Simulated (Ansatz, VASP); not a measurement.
Te2Mo: VASP beside Ansatz

```
Te Mo
1.0
     3.56023    0.00000    0.00000
    -1.78012    3.08325    0.00000
     0.00000    0.00000   17.52406
Te Mo
2 1
Direct
  0.33333 0.66667 0.10214
  0.33333 0.66667 0.89786
  0.00000 0.00000 0.00000
```

Alike in both runs: functional LDA; k mesh 12 × 12 × 2; no spin polarisation.

|  | VASP | Ansatz |
| --- | --- | --- |
| version | VASP 6.6.1 | Ansatz 0.2.0 |
| potentials or method | VASP PAW LDA potentials, release 64 (Te, Mo_sv) | Ansatz PAW |
| plane-wave cutoff (eV) | 520 | 420 |
| occupations | gaussian, width 0.01 eV | fixed |
| valence electrons in the cell | 26 | 46 |
| task | single point | band structure |

|  | VASP | Ansatz | Ansatz less VASP |
| --- | --- | --- | --- |
| gap on the k mesh at the Fermi level (eV) | 1.04 | 1.04 | 0.000 |
| least direct gap on the mesh (eV) | 1.04 | 1.04 | 0.000 |
| rms of the force components (eV/Å) | 0.174 | 0.199 | +0.0246 |

LDA's correlation is that of Perdew and Zunger in VASP and of Perdew and Wang (1992) in Ansatz. Atom by atom the forces differ by 0.025 eV/Å (rms over components). VASP's potentials hold 26 valence electrons a cell and Ansatz's 46, so a difference there can come from the potentials and not from the codes.

Spin-orbit coupling is off throughout.
